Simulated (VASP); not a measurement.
Crystal: Pd.

```xyz
1
Lattice="0.0000 1.9202 1.9202 1.9202 0.0000 1.9202 1.9202 1.9202 0.0000" Properties=species:S:1:pos:R:3 pbc="T T T"
Pd    0.0000    0.0000    0.0000
```

Base run:

- Program: VASP 6.6.1
- Functional: r2SCAN
- Dispersion: rVV10
- Potentials or basis: VASP PAW PBE potentials, release 64 (Pd)
- Cutoff: 520 eV
- k mesh: 12 × 12 × 12
- Occupations: fermi-dirac, width 0.05 eV
- Spin: no spin polarisation

Its results: band gap on the k mesh zero (band 5 reaches 10.63 eV, above the bottom of band 6 at 8.83 eV); pressure 9.7 GPa.

The run is repeated on the same cell with these changes: potentials or basis from VASP PAW PBE potentials, release 64 (Pd) to VASP PAW PBE potentials, release 64 (Pd_sv_GW); cutoff from 520 eV to 590 eV; further incar settings from ALGO = Normal; EDIFF = 1e-07; NBANDS = 11 to ALGO = Normal; EDIFF = 1e-06; NBANDS = 15; valence electrons from 10 to 18. What comes out?

Band gap on the k mesh zero (band 9 reaches 9.21 eV, above the bottom of band 10 at 7.42 eV); pressure 7.1 GPa.

Caveats: the PAW data sets were made with another functional, which shifts forces and pressure a little.
